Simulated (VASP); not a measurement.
# Te (P3_221) in VASP: further runs

Te is run at these levels: PBE+D3(BJ); tasks: single point, relaxation of cell and atoms.

All numbers are computed with VASP 6.6.1; they aren't measurements. Logs are shortened: lines on timing, memory, paths and dates and some standing lists are left out, and cuts for length are marked.

**1. The cell of the first run**

It takes space group P3_221 (No. 154, trigonal). Conventional cell: a = 4.381 Å, b = 4.381 Å, c = 5.970 Å, α = 90.00°, β = 90.00°, γ = 120.00°. Within 3.8 Å of Te (site symmetry 2) lie 6 Te at 2.91 to 3.40 Å.

**2. Single point, PBE+D3(BJ) (33.08 Å³/atom)**

Input file INCAR:

```
ALGO = Normal ; EDIFF = 1E-6
ENCUT = 520 ; GGA = PE
ISIF = 2 ; ISMEAR = 0
IVDW = 12 ; LASPH = True
LCHARG = True ; LELF = True
LREAL = False ; LVHAR = True
LWAVE = False ; NBANDS = 16
NELM = 80 ; PREC = Accurate
SIGMA = 0.1
```

Input file KPOINTS:

```
k-points
0
Gamma
  12 12 8
```

Input file POSCAR:

```
Te
1.0
    4.3810538385      0.0000000000      0.0000000000
   -2.1905269193      3.7941039195      0.0000000000
    0.0000000000      0.0000000000      5.9704106022
Te
3
Direct
    0.2794003734      0.0000000000      0.1666666667
    0.0000000000      0.2794003734      0.8333333333
    0.7205996266      0.7205996266      0.5000000000
```

Potentials or basis: VASP PAW PBE potentials, release 64 (Te).

Launch:

```
cat potpaw_PBE.64/Te/POTCAR > POTCAR
mpirun -np 1 vasp_std > vasp.out
```

OUTCAR:

```text
EDIFF = 1E-6
   ENCUT = 520
   GGA = PE
   ISIF = 2
   ISMEAR = 0
   IVDW = 12
   LASPH = True
   LREAL = False
   NELM = 80
   PREC = Accurate
 IVDW          = 12

 ion  position               nearest neighbor table
   1  0.279  0.000  0.167-   3 2.91   2 2.91   3 3.40   3 3.40   2 3.40   2 3.40
   2  0.000  0.279  0.833-   3 2.91   1 2.91   3 3.40   3 3.40   1 3.40   1 3.40
   3  0.721  0.721  0.500-   1 2.91   2 2.91   2 3.40   1 3.40   1 3.40   2 3.40

  LATTYP: Found a hexagonal cell.
 ALAT       =     4.3810538385
 C/A-ratio  =     1.3627795554

  Lattice vectors:

 A1 = (   4.3810538385,   0.0000000000,   0.0000000000)
 A2 = (  -2.1905269193,   3.7941039195,   0.0000000000)
 A3 = (   0.0000000000,   0.0000000000,   5.9704106022)

Analysis of symmetry for initial positions (statically):
=====================================================================
 Subroutine PRICEL returns:
 Original cell was already a primitive cell.

 Routine SETGRP: Setting up the symmetry group for a
 hexagonal supercell.

 Subroutine GETGRP returns: Found  6 space group operations
 (whereof  2 operations were pure point group operations)
 out of a pool of 24 trial point group operations.

The static configuration has the point symmetry C_2 .
 The point group associated with its full space group is D_3 .

Analysis of symmetry for dynamics (positions and initial velocities):
=====================================================================
 Subroutine PRICEL returns:
 Original cell was already a primitive cell.

 Routine SETGRP: Setting up the symmetry group for a
 hexagonal supercell.

 Subroutine GETGRP returns: Found  6 space group operations
 (whereof  2 operations were pure point group operations)
 out of a pool of 24 trial point group operations.

The dynamic configuration has the point symmetry C_2 .
 The point group associated with its full space group is D_3 .

 Subroutine INISYM returns: Found  6 space group operations
 (whereof  2 operations are pure point group operations),
 and found     1 'primitive' translations

----------------------------------------------------------------------------------------

                                     Primitive cell

  volume of cell :      99.2412

  direct lattice vectors                    reciprocal lattice vectors
     4.381053838  0.000000000  0.000000000     0.228255583  0.131783423  0.000000000
    -2.190526919  3.794103919  0.000000000     0.000000000  0.263566845  0.000000000
     0.000000000  0.000000000  5.970410602     0.000000000  0.000000000  0.167492668

  length of vectors
     4.381053838  4.381053839  5.970410602     0.263566845  0.263566845  0.167492668

  position of ions in fractional coordinates (direct lattice)
     0.279400373  0.000000000  0.166666667
     0.000000000  0.279400373  0.833333333
     0.720599627  0.720599627  0.500000000

  ion indices of the primitive-cell ions
   primitive index   ion index
                 1           1
                 2           2
                 3           3

----------------------------------------------------------------------------------------

 KPOINTS: k-points

Automatic generation of k-mesh.
 Grid dimensions read from file:
 generate k-points for:   12   12    8

 Generating k-lattice:

  Cartesian coordinates                     Fractional coordinates (reciprocal lattice)
     0.019021299  0.010981952  0.000000000     0.083333333 -0.000000000  0.000000000
     0.000000000  0.021963904  0.000000000     0.000000000  0.083333333  0.000000000
     0.000000000  0.000000000  0.020936583     0.000000000  0.000000000  0.125000000

  Length of vectors
     0.021963904  0.021963904  0.020936583

  Shift w.r.t. Gamma in fractional coordinates (k-lattice)
     0.000000000  0.000000000  0.000000000

 Subroutine IBZKPT returns following result:
 ===========================================

 Found    131 irreducible k-points:

 Following reciprocal coordinates:
            Coordinates               Weight
  0.000000  0.000000  0.000000      1.000000
  0.083333 -0.000000  0.000000      6.000000
  0.166667 -0.000000  0.000000      6.000000
  0.250000 -0.000000  0.000000      6.000000
  0.333333 -0.000000  0.000000      6.000000
  0.416667 -0.000000  0.000000      6.000000
[... 16 lines left out ...]
  0.166667 -0.000000  0.125000      6.000000
  0.000000  0.166667  0.125000      6.000000
 [... further k-points ...]
   k-points           NKPTS =    131   k-points in BZ     NKDIM =    131   number of bands    NBANDS=     16
   number of dos      NEDOS =    301   number of ions     NIONS =      3
   total plane-waves  NPLWV =  62208
   dimension x,y,z NGX =    36 NGY =   36 NGZ =   48
   dimension x,y,z NGXF=    72 NGYF=   72 NGZF=   96
   ions per type =               3
   NGX,Y,Z   is equivalent  to a cutoff of  13.66, 13.66, 13.37 a.u.
   NGXF,Y,Z  is equivalent  to a cutoff of  27.32, 27.32, 26.73 a.u.
 SYSTEM =  unknown system
[... 34 lines left out ...]
   GGA     = PE    functional components
   LHFCALC =     F    Hartree Fock is set to
   AEXX    =    0.0000 exact exchange contribution
   IVDW    =    12    specifies the selected vdW correction
   LEPSILON=     F    determine dielectric tensor
   LRPA    =     F    only Hartree local field effects (RPA)
 non-spin polarized calculation
 Gauss-broadening in eV      SIGMA  =   0.10
  energy-cutoff  :      520.00
  volume of cell :       99.24
 maximum number of plane-waves:      2700
 NGX is ok and might be reduce to    36
   NGX = 17   NGY = 17   NGZ = 23

 number of electron      18.0000000 magnetization

 Free energy of the ion-electron system (eV)
  ---------------------------------------------------
  ext. energy  EPLUGINS =         0.00000000
  ---------------------------------------------------
  free energy    TOTEN  =        -9.40970467 eV

  energy without entropy =       -9.40946004  energy(sigma->0) =       -9.40958236

 E-fermi :   6.3419     XC(G=0):  -9.2044

 val. band max:        6.2852410740   @ k =   0.3333   0.3333   0.5000
 cond. band min:       6.3543819611   @ k =   0.3333   0.3333   0.5000
 fundamental gap:      0.0691408871
 Fermi energy:         6.3419014342

 k-point     1 :       0.0000    0.0000    0.0000
  band No.  band energies     occupation
      1      -7.4154      2.00000
      2      -4.1220      2.00000
      3      -4.1220      2.00000
      4       3.3333      2.00000
      5       3.6558      2.00000
      6       3.6558      2.00000
[... 8 lines left out ...]
     15      12.4575      0.00000
     16      12.4637      0.00000

 k-point     2 :       0.0833   -0.0000    0.0000
  band No.  band energies     occupation
      1      -7.3634      2.00000
      2      -4.1303      2.00000
      3      -4.1066      2.00000
      4       2.8576      2.00000
      5       3.3091      2.00000
      6       3.4857      2.00000
[... 8 lines left out ...]
     15      12.3532      0.00000
     16      12.5276      0.00000

 k-point     3 :       0.1667   -0.0000    0.0000
  band No.  band energies     occupation
      1      -7.2100      2.00000
      2      -4.1737      2.00000
      3      -4.0618      2.00000
      4       2.1197      2.00000
      5       2.8082      2.00000
      6       3.1695      2.00000
[... 8 lines left out ...]
     15      12.3948      0.00000
     16      12.8740      0.00000

 k-point     4 :       0.2500   -0.0000    0.0000
  band No.  band energies     occupation
      1      -6.9656      2.00000
      2      -4.2941      2.00000
      3      -3.9946      2.00000
      4       1.5787      2.00000
      5       2.3400      2.00000
      6       2.8525      2.00000
[... 8 lines left out ...]
     15      12.7302      0.00000
     16      13.5031      0.00000
[... 324 lines left out ...]
 k-point    22 :       0.0000    0.0833    0.1250
  band No.  band energies     occupation
      1      -7.3079      2.00000
      2      -4.8049      2.00000
      3      -3.4215      2.00000
      4       2.7852      2.00000
      5       3.3596      2.00000
      6       3.6272      2.00000
[... 8 lines left out ...]
     15      12.0204      0.00000
     16      12.5093      0.00000

 k-point    23 :       0.1667   -0.0000    0.1250
  band No.  band energies     occupation
      1      -7.1543      2.00000
      2      -4.7771      2.00000
      3      -3.4517      2.00000
      4       2.1728      2.00000
      5       2.5301      2.00000
      6       3.2010      2.00000
[... 8 lines left out ...]
     15      12.5309      0.00000
     16      13.0109      0.00000

 k-point    24 :       0.0000    0.1667    0.1250
  band No.  band energies     occupation
      1      -7.1569      2.00000
      2      -4.7358      2.00000
      3      -3.5222      2.00000
      4       2.1887      2.00000
      5       3.0502      2.00000
      6       3.2484      2.00000
[... 8 lines left out ...]
     15      12.1150      0.00000
     16      12.4668      0.00000

 [... further k-points ...]

------------------------ aborting loop because EDIFF is reached ----------------------------------------

 Edisp (eV)   -1.32685

 E8    (eV) :    -0.6094

  FORCE on cell =-STRESS in cart. coord.  units (eV):
  Direction    XX          YY          ZZ          XY          YZ          ZX
  --------------------------------------------------------------------------------------
  -------------------------------------------------------------------------------------
  Total      -0.56067    -0.56067    -0.54556     0.00000    -0.00000     0.00000
  in kB      -9.05161    -9.05161    -8.80765     0.00000    -0.00000     0.00000
  external pressure =       -8.97 kB  Pullay stress =        0.00 kB

 VOLUME and BASIS-vectors are now :
 -----------------------------------------------------------------------------
  energy-cutoff  :      520.00
  volume of cell :       99.24
      direct lattice vectors                 reciprocal lattice vectors
     4.381053838  0.000000000  0.000000000     0.228255583  0.131783423  0.000000000
    -2.190526919  3.794103919  0.000000000     0.000000000  0.263566845  0.000000000
     0.000000000  0.000000000  5.970410602     0.000000000  0.000000000  0.167492668

 POSITION                                       TOTAL-FORCE (eV/Angst)
 -----------------------------------------------------------------------------------
      1.22407      0.00000      0.99507         0.011478     -0.000000     -0.000000
     -0.61203      1.06007      4.97534        -0.005739      0.009941      0.000000
      1.57849      2.73403      2.98521        -0.005739     -0.009941      0.000000
 -----------------------------------------------------------------------------------
    total drift:                               -0.000000      0.000000      0.000000

  FREE ENERGIE OF THE ION-ELECTRON SYSTEM (eV)
  ---------------------------------------------------
  free  energy   TOTEN  =       -10.7365581010 eV

  energy  without entropy=      -10.7363134640  energy(sigma->0) =      -10.73643578
```

Wall time 97 s (1 thread of Intel Xeon 6975P-C (Granite Rapids), shared host); peak memory 0.34 GiB.

Results:

```
Free energy                : -10.7366 eV
Pressure                   : -0.9 GPa
Largest force              : 0.011 eV/Å
Band gap on the k mesh     : 0.07 eV
Dispersion energy per atom : -0.442 eV
```

Forces on the atoms (eV/Å):
```
Te   0.011  0.000  0.000
Te  -0.006  0.010  0.000
Te  -0.006 -0.010  0.000
```

Caveat: spin-orbit coupling is left out, which moves the levels of the heavy elements.

**3. Single point, PBE+D3(BJ) (34.04 Å³/atom)**

This run uses another cell than the first one, of 34.04 Å³/atom.

Input file INCAR:

```
SYSTEM = Te
ALGO = Normal ; EDIFF = 1E-7
ENCUT = 520 ; GGA = PE
ISIF = 2 ; ISMEAR = 0
IVDW = 12 ; LASPH = .True.
LCHARG = .False. ; LREAL = .False.
LWAVE = .False. ; NBANDS = 16
NELM = 80 ; PREC = Accurate
SIGMA = 0.1
```

Input file KPOINTS:

```
k-points
0
Gamma
  12 12 8
  0 0 0
```

Input file POSCAR:

```
Te
1.0
    4.4453664512      0.0000000000      0.0000000000
   -2.2226832256      3.8498002759      0.0000000000
    0.0000000000      0.0000000000      5.9678085959
Te
3
Direct
    0.2740546255      0.0000000000      0.1666666667
    0.0000000000      0.2740546255      0.8333333333
    0.7259453745      0.7259453745      0.5000000000
```

Potentials or basis: VASP PAW PBE potentials, release 64 (Te).

Launch:

```
cat potpaw_PBE.64/Te/POTCAR > POTCAR
mpirun -np 1 vasp_std > vasp.out
```

Wall time 2 min (1 thread of Intel Xeon 6975P-C (Granite Rapids), shared host); peak memory 0.34 GiB.

Results (log left out):

```
Free energy                : -10.7133 eV
Pressure                   : -1.5 GPa
Largest force              : 0.012 eV/Å
Band gap on the k mesh     : 0.13 eV
Dispersion energy per atom : -0.429 eV
```

Forces on the atoms (eV/Å):
```
Te   0.012  0.000  0.000
Te  -0.006  0.011  0.000
Te  -0.006 -0.011  0.000
```

Levels at points of the mesh, in eV from the valence-band top:
```csv
k point,band 6,band 7,band 8,band 9,band 10,band 11,band 12,band 13
"(0.00, 0.00, 0.00)",-2.67,-1.66,-1.66,-0.91,0.98,0.98,1.59,4.99
"(0.50, 0.00, 0.00)",-3.59,-3.55,-0.93,-0.76,0.76,0.79,2.88,3.64
"(0.00, 0.00, 0.50)",-2.61,-1.28,-0.95,-0.95,0.42,0.42,0.42,4.00
"(0.50, 0.00, 0.50)",-3.57,-2.48,-2.17,-0.21,0.65,1.94,2.54,4.52
```

Caveat: spin-orbit coupling is left out, which moves the levels of the heavy elements.

**4. Single point, PBE+D3(BJ) (35.33 Å³/atom)**

This run uses another cell than the first one, of 35.33 Å³/atom.

Input file INCAR:

```
PREC = Accurate
ENCUT = 520
EDIFF = 1E-6
ISMEAR = 0
SIGMA = 0.1
LREAL = F
LASPH = T
NELM = 80
ALGO = Normal
ISIF = 2
LWAVE = F
LCHARG = F
GGA = PE
IVDW = 12
NBANDS = 16
```

Input file KPOINTS:

```
regular mesh
0
Gamma
  12 12 8
```

Input file POSCAR:

```
Te
1.0
    4.5303291065      0.0000000000      0.0000000000
   -2.2651645533      3.9233800937      0.0000000000
    0.0000000000      0.0000000000      5.9628973845
Te
3
Direct
    0.2669031959      0.0000000000      0.1666666667
    0.0000000000      0.2669031959      0.8333333333
    0.7330968041      0.7330968041      0.5000000000
```

Launch:

```
cat potpaw_PBE.64/Te/POTCAR > POTCAR
mpirun -np 1 vasp_std > vasp.out
```

Run time: 89 s. Hardware: 1 thread of Intel Xeon 6975P-C (Granite Rapids), shared host; peak memory 0.35 GiB.

The run converged. Its results:

```yaml
Free_energy: -10.6671 eV
Pressure: -2.1 GPa
Largest_force: 0.016 eV/Å
Band_gap_on_the_k_mesh: 0.22 eV
Dispersion_energy_per_atom: -0.412 eV
```

Forces in eV/Å, atoms in the order of the input:
```
Te   0.016  0.000  0.000
Te  -0.008  0.014  0.000
Te  -0.008 -0.014  0.000
```

Levels at points of the mesh, in eV from the valence-band top:
| k point | band 6 | band 7 | band 8 | band 9 | band 10 | band 11 | band 12 | band 13 |
| --- | --- | --- | --- | --- | --- | --- | --- | --- |
| (0.00, 0.00, 0.00) | -2.71 | -1.58 | -1.58 | -0.75 | 1.01 | 1.01 | 1.57 | 5.06 |
| (0.50, 0.00, 0.00) | -3.40 | -3.28 | -0.98 | -0.77 | 0.89 | 0.96 | 3.14 | 3.58 |
| (0.00, 0.00, 0.50) | -2.57 | -1.24 | -1.00 | -1.00 | 0.51 | 0.51 | 0.53 | 4.20 |
| (0.50, 0.00, 0.50) | -3.49 | -2.29 | -1.95 | -0.15 | 0.82 | 1.93 | 2.48 | 4.66 |

Caveat: spin-orbit coupling is left out, which moves the levels of the heavy elements.

**5. Relaxation of cell and atoms, PBE+D3(BJ)**

This run uses another cell than the first one, of 33.77 Å³/atom.

Input file INCAR:

```
SYSTEM = Te
PREC = Accurate
ENCUT = 600
EDIFF = 1E-6
ISMEAR = 0
SIGMA = 0.01
LREAL = .False.
LASPH = .True.
NELM = 60
ALGO = Normal
ISIF = 3
LWAVE = .False.
LCHARG = .False.
GGA = PE
IVDW = 12
IBRION = 2
NSW = 100
EDIFFG = -0.005
```

Input file KPOINTS:

```
Automatic mesh
0
Gamma
  9 9 6
  0 0 0
```

Input file POSCAR:

```
Te
1.0
    4.4469268669      0.0000000000      0.0000000000
   -2.2234634334      3.8511516355      0.0000000000
    0.0000000000      0.0000000000      5.9149200000
Te
3
Direct
    0.2690000000      0.0000000000      0.1666666667
    0.0000000000      0.2690000000      0.8333333333
    0.7310000000      0.7310000000      0.5000000000
```

Launch:

```
cat potpaw_PBE.64/Te/POTCAR > POTCAR
mpirun -np 1 vasp_std > vasp.out
```

Wall time 5 min (1 thread of Intel Xeon 6975P-C (Granite Rapids), shared host); peak memory 0.32 GiB.

Results (log left out):

| Item | Value |
| --- | --- |
| Free energy | -10.7449 eV |
| Relaxed volume | 32.08 Å³/atom |
| Relaxed cell | a = 4.315 Å, b = 4.315 Å, c = 5.968 Å, α = 90.00°, β = 90.00°, γ = 120.00° |
| Space group after relaxing (to 0.1 Å) | P3_221 (No. 154) |
| Energy gained by relaxing | 11.5 meV/atom |
| Ionic steps | 19 |
| Pressure after relaxing | 0.0 GPa |
| Band gap on the k mesh | 0.02 eV |
| Dispersion energy per atom | -0.457 eV |

Step by step:
```csv
step,energy change (eV),largest force (eV/Å),pressure (GPa),volume (Å³)
1,0.0000,0.1912,-0.50,101.30
2,-0.0098,0.2072,-0.06,99.75
3,-0.0175,0.2340,0.87,96.99
4,-0.0223,0.1964,0.72,96.86
5,-0.0317,0.0949,0.33,96.47
6,-0.0311,0.0644,-0.28,95.66
7,-0.0344,0.0109,0.01,96.08
8,-0.0344,0.0146,0.03,96.10
9,-0.0344,0.0132,0.01,96.14
10,-0.0345,0.0091,-0.02,96.25
11,-0.0345,0.0009,-0.10,96.46
12,-0.0345,0.0055,-0.06,96.34
13,-0.0345,0.0077,-0.01,96.27
14,-0.0346,0.0086,-0.01,96.25
15,-0.0346,0.0089,0.01,96.24
16,-0.0346,0.0086,0.01,96.24
17,-0.0346,0.0084,0.01,96.25
18,-0.0346,0.0071,0.01,96.25
19,-0.0346,0.0020,-0.01,96.25
```

Final structure:
```
CELL_PARAMETERS angstrom
4.31542 0.00000 0.00000
-2.15771 3.73726 0.00000
0.00000 0.00000 5.96823
ATOMIC_POSITIONS crystal
Te 0.28519 0.00000 0.16667
Te 0.00000 0.28519 0.83333
Te 0.71481 0.71481 0.50000
```

Levels at points of the mesh, in eV from the valence-band top:
```tsv
k point	band 5	band 6	band 7	band 8	band 9	band 10	band 11	band 12	band 13
(0.00, 0.00, 0.00)	-2.58	-2.58	-1.78	-1.78	-1.15	0.99	0.99	1.69	4.87
(0.00, 0.00, 0.50)	-2.66	-2.66	-1.27	-0.84	-0.84	0.24	0.34	0.34	3.69
```

Caveat: spin-orbit coupling is left out, which moves the levels of the heavy elements; an odd mesh through Γ misses points on the zone boundary, where band edges can lie.

**6. Overview**

| task | cell | k mesh | cutoff (eV) | smearing | gap on the mesh (eV) | pressure (GPa) | largest force (eV/Å) |
| --- | --- | --- | --- | --- | --- | --- | --- |
| single point | a = 4.381, b = 4.381, c = 5.970 Å, angles 90.0, 90.0, 120.0°, 3 atoms, atomic positions A | 12 × 12 × 8 | 520 | gaussian 0.1 eV | 0.07 | -0.9 | 0.01 |
| single point | a = 4.445, b = 4.445, c = 5.968 Å, angles 90.0, 90.0, 120.0°, 3 atoms, atomic positions B | 12 × 12 × 8 | 520 | gaussian 0.1 eV | 0.13 | -1.5 | 0.01 |
| single point | a = 4.530, b = 4.530, c = 5.963 Å, angles 90.0, 90.0, 120.0°, 3 atoms, atomic positions C | 12 × 12 × 8 | 520 | gaussian 0.1 eV | 0.22 | -2.1 | 0.02 |
| relaxation of cell and atoms | relaxed from a = 4.447, b = 4.447, c = 5.915 Å, angles 90.0, 90.0, 120.0°, 3 atoms, atomic positions D | 9 × 9 × 6 | 600 | gaussian 0.01 eV | 0.02 | 0.0 | - |

Alike in all rows: level PBE+D3(BJ); potentials or basis VASP PAW PBE potentials, release 64 (Te); no spin polarisation.

Caveats: spin-orbit coupling is left out, which moves the levels of the heavy elements; an odd mesh through Γ misses points on the zone boundary, where band edges can lie (at least some runs).

Absolute energies hang on the potentials; compare differences alone.
